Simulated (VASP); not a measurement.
# ZnRe2 (Fm-3m) in VASP: single point with LDA

Aim: the single point of ZnRe2 with LDA.

All numbers are computed with VASP 6.6.1; they aren't measurements. Logs are shortened: lines on timing, memory, paths and dates and some standing lists are left out, and cuts for length are marked.

### 1 The cell of the first run

The structure is cubic, space group Fm-3m (No. 225). Conventional cell: a = 5.685 Å, b = 5.685 Å, c = 5.685 Å, α = 90.00°, β = 90.00°, γ = 90.00°. Zn (site symmetry m-3m) has 8 Re at 2.46 Å within 3.3 Å. Within 3.3 Å of Re (site symmetry -43m) lie 4 Zn at 2.46 Å and 6 Re at 2.84 Å.

### 2 Single point, LDA

The input, INCAR:

```
SYSTEM = ZnRe2
PREC = Accurate ; ENCUT = 560
EDIFF = 1E-6 ; ISMEAR = -1
SIGMA = 0.05 ; LREAL = .False.
LASPH = .True. ; NELM = 120
ALGO = Normal ; ISIF = 2
LWAVE = .False. ; LCHARG = .True.
GGA = CA ; LELF = .True.
LVHAR = .True. ; NBANDS = 28
GGA_COMPAT = .False.
```

The input, KPOINTS:

```
Automatic mesh
0
Gamma
  8 8 8
  0 0 0
```

The input, POSCAR:

```
ZnRe2
1.0
    0.0000000000      2.8424674618      2.8424674618
    2.8424674618      0.0000000000      2.8424674618
    2.8424674618      2.8424674618      0.0000000000
Zn Re
1 2
Direct
    0.0000000000      0.0000000000      0.0000000000
    0.7500000000      0.7500000000      0.7500000000
    0.2500000000      0.2500000000      0.2500000000
```

Potentials or basis: VASP PAW LDA potentials, release 64 (Zn, Re_sv_GW).

Started as:

```
> cat potpaw_LDA.64/Zn/POTCAR potpaw_LDA.64/Re_sv_GW/POTCAR > POTCAR
> mpirun -np 1 vasp_std > vasp.out
```

OUTCAR:

```text
SYSTEM = ZnRe2
   PREC = Accurate
   ENCUT = 560
   EDIFF = 1E-6
   ISMEAR = -1
   LREAL = .False.
   LASPH = .True.
   NELM = 120
   ISIF = 2
   GGA = CA

 ion  position               nearest neighbor table
   1  0.000  0.000  0.000-   2 2.46   2 2.46   2 2.46   2 2.46   3 2.46   3 2.46   3 2.46   3 2.46

   2  0.750  0.750  0.750-   1 2.46   1 2.46   1 2.46   1 2.46   3 2.84   3 2.84   3 2.84   3 2.84
                             3 2.84   3 2.84
   3  0.250  0.250  0.250-   1 2.46   1 2.46   1 2.46   1 2.46   2 2.84   2 2.84   2 2.84   2 2.84
                             2 2.84   2 2.84

  LATTYP: Found a face centered cubic cell.
 ALAT       =     5.6849349236

  Lattice vectors:

 A1 = (   0.0000000000,   2.8424674618,   2.8424674618)
 A2 = (   2.8424674618,   0.0000000000,   2.8424674618)
 A3 = (   2.8424674618,   2.8424674618,   0.0000000000)

Analysis of symmetry for initial positions (statically):
=====================================================================
 Subroutine PRICEL returns:
 Original cell was already a primitive cell.

 Routine SETGRP: Setting up the symmetry group for a
 face centered cubic supercell.

 Subroutine GETGRP returns: Found 48 space group operations
 (whereof 48 operations were pure point group operations)
 out of a pool of 48 trial point group operations.

The static configuration has the point symmetry O_h .

Analysis of symmetry for dynamics (positions and initial velocities):
=====================================================================
 Subroutine PRICEL returns:
 Original cell was already a primitive cell.

 Routine SETGRP: Setting up the symmetry group for a
 face centered cubic supercell.

 Subroutine GETGRP returns: Found 48 space group operations
 (whereof 48 operations were pure point group operations)
 out of a pool of 48 trial point group operations.

The dynamic configuration has the point symmetry O_h .

 Subroutine INISYM returns: Found 48 space group operations
 (whereof 48 operations are pure point group operations),
 and found     1 'primitive' translations

----------------------------------------------------------------------------------------

                                     Primitive cell

  volume of cell :      45.9321

  direct lattice vectors                    reciprocal lattice vectors
[... 78 lines left out ...]
   NGXF,Y,Z  is equivalent  to a cutoff of  26.47, 26.47, 26.47 a.u.
 SYSTEM =  ZnRe2
   PREC   = accura    normal or accurate (medium, high low for compatibility)
   ISTART =      0    job   : 0-new  1-cont  2-samecut
   ICHARG =      2    charge: 1-file 2-atom 10-const
   ISPIN  =      1    spin polarized calculation?
   LNONCOLLINEAR =      F non collinear calculations
   LSORBIT =      F    spin-orbit coupling
   LASPH  =      T    aspherical Exc in radial PAW
   ENCUT  =  560.0 eV  41.16 Ry    6.42 a.u.   7.76  7.76  7.76*2*pi/ulx,y,z
   NELM   =    120;   NELMIN=  2; NELMDL= -5     # of ELM steps
   EDIFF  = 0.1E-05   stopping-criterion for ELM
   LREAL  =      F    real-space projection
   EDIFFG = 0.1E-04   stopping-criterion for IOM
   NSW    =      0    number of steps for IOM
   IBRION =     -1    ionic relax: 0-MD 1-quasi-New 2-CG
   NFREE  =      0    steps in history (QN), initial steepest desc. (CG)
   ISIF   =      2    stress and relaxation
   ISYM   =      2    0-nonsym 1-usesym 2-fastsym
   POTIM  = 0.5000    time-step for ionic-motion
   TEBEG  =    0.0;   TEEND  =   0.0 temperature during run
   PSTRESS=    0.0 pullay stress
   NELECT =      42.0000    total number of electrons
   NUPDOWN=      -1.0000    fix difference up-down
   EMIN   =  10.00;   EMAX   =-10.00  energy-range for DOS
   EFERMI =   0.00;   METHOD = LEGACY
   ISMEAR =    -1;   SIGMA  =   0.05  broadening in eV -4-tet -1-fermi 0-gaus
   EFERMI_NEDOS =   21; number of points for ismear=-14 and -15
   IALGO  =     38    algorithm
   IMIX   =      4    mixing-type and parameters
     AMIX     =   0.40;   BMIX     =  1.00
     AMIX_MAG =   1.60;   BMIX_MAG =  1.00
  volume/ion in A,a.u.               =      15.31       103.32
  Fermi-wavevector in a.u.,A,eV,Ry     =   1.588982  3.002741 34.352876  2.524865
  Thomas-Fermi vector in A             =   2.687902
   LORBIT       =      0    0 simple, 1 ext, 2 COOP (PROOUT), +10 PAW based schemes
   GGA     = CA    functional components
   LHFCALC =     F    Hartree Fock is set to
   AEXX    =    0.0000 exact exchange contribution
   IVDW    =     0    specifies the selected vdW correction
   LEPSILON=     F    determine dielectric tensor
   LRPA    =     F    only Hartree local field effects (RPA)
 non-spin polarized calculation
  energy-cutoff  :      560.00
  volume of cell :       45.93
 maximum number of plane-waves:      1411
   NGX = 15   NGY = 15   NGZ = 15

 number of electron      41.9999995 magnetization

 Free energy of the ion-electron system (eV)
  ---------------------------------------------------
  ext. energy  EPLUGINS =         0.00000000
  ---------------------------------------------------
  free energy    TOTEN  =       -28.76057370 eV

  energy without entropy =      -28.72992901  energy(sigma->0) =      -28.74525136

 E-fermi :   8.9516     XC(G=0): -13.3307

 val. band max:        8.9278076874   @ k =   0.5000   0.3750   0.0000
 cond. band min:       8.9754743033   @ k =   0.5000   0.2500   0.1250
 fundamental gap:      0.0476666160
 Fermi energy:         8.9515921192

 k-point     1 :       0.0000    0.0000    0.0000
  band No.  band energies     occupation
      1     -70.7572      2.00000
      2     -70.6788      2.00000
      3     -32.9829      2.00000
      4     -32.9829      2.00000
      5     -32.9829      2.00000
      6     -32.6059      2.00000
[... 733 lines left out ...]
     27      15.1843      0.00000
     28      19.2916      0.00000

 [... further k-points ...]
[... 5 lines left out ...]
  --------------------------------------------------------------------------------------
  -------------------------------------------------------------------------------------
  Total        0.1143000      0.1143000      0.1143000      0.0000000      0.0000000      0.0000000
  in kB        3.9869463      3.9869463      3.9869463      0.0000000      0.0000000      0.0000000
  external PRESSURE =       3.9869463 kB  Pullay stress =       0.0000000 kB

 VOLUME and BASIS-vectors are now :
 -----------------------------------------------------------------------------
  energy-cutoff  :      560.00
  volume of cell :       45.93
      direct lattice vectors                 reciprocal lattice vectors
     0.000000000  2.842467462  2.842467462    -0.175903509  0.175903509  0.175903509
     2.842467462  0.000000000  2.842467462     0.175903509 -0.175903509  0.175903509
     2.842467462  2.842467462  0.000000000     0.175903509  0.175903509 -0.175903509

 POSITION                                       TOTAL-FORCE (eV/Angst)
 -----------------------------------------------------------------------------------
      0.00000      0.00000      0.00000         0.000000      0.000000      0.000000
      4.26370      4.26370      4.26370         0.000000      0.000000      0.000000
      1.42123      1.42123      1.42123        -0.000000     -0.000000     -0.000000
 -----------------------------------------------------------------------------------
    total drift:                                0.000000     -0.000000      0.000000

  FREE ENERGIE OF THE ION-ELECTRON SYSTEM (eV)
  ---------------------------------------------------
  free  energy   TOTEN  =       -28.7605737036 eV

  energy  without entropy=      -28.7299290116  energy(sigma->0) =      -28.74525136
```

stdout:

```text
POSCAR found type information on POSCAR ZnRe
 POSCAR found :  2 types and       3 ions
 scaLAPACK will be used
 LDA part: xc-table for (Slater(with rela. corr.)+CA(PZ))
 , standard interpolation
 POSCAR, INCAR and KPOINTS ok, starting setup
 FFT: planning ... GRIDC
 FFT: planning ... GRID_SOFT
 FFT: planning ... GRID
 WAVECAR not read
 entering main loop
```

Run time: 31 s. Hardware: 1 thread of Intel Xeon Platinum 8259CL at 2.50GHz (Skylake/Cascade Lake), shared host; peak memory 0.18 GiB.

Results:

| Quantity | Value |
| --- | --- |
| Free energy | -28.7606 eV |
| Pressure | 0.4 GPa |
| Band gap on the k mesh | zero (bands 21 and 22 overlap by 2.77 eV) |

Levels at points of the mesh, in eV from the Fermi level:
| k point | band 18 | band 19 | band 20 | band 21 | band 22 | band 23 | band 24 | band 25 |
| --- | --- | --- | --- | --- | --- | --- | --- | --- |
| (0.00, 0.00, 0.00) | -3.49 | -3.49 | 1.98 | 1.98 | 1.98 | 3.92 | 3.92 | 5.71 |
| (0.50, 0.00, 0.00) | -1.57 | -1.57 | -0.82 | -0.82 | -0.79 | -0.23 | -0.23 | 0.28 |
| (0.50, 0.50, 0.00) | -2.17 | -1.26 | -1.26 | 0.32 | 0.32 | 1.42 | 1.42 | 1.99 |

Caveat: spin-orbit coupling is left out, which moves the levels of the heavy elements.

The gap in the log of VASP goes by the Fermi energy; the results here count the filled bands.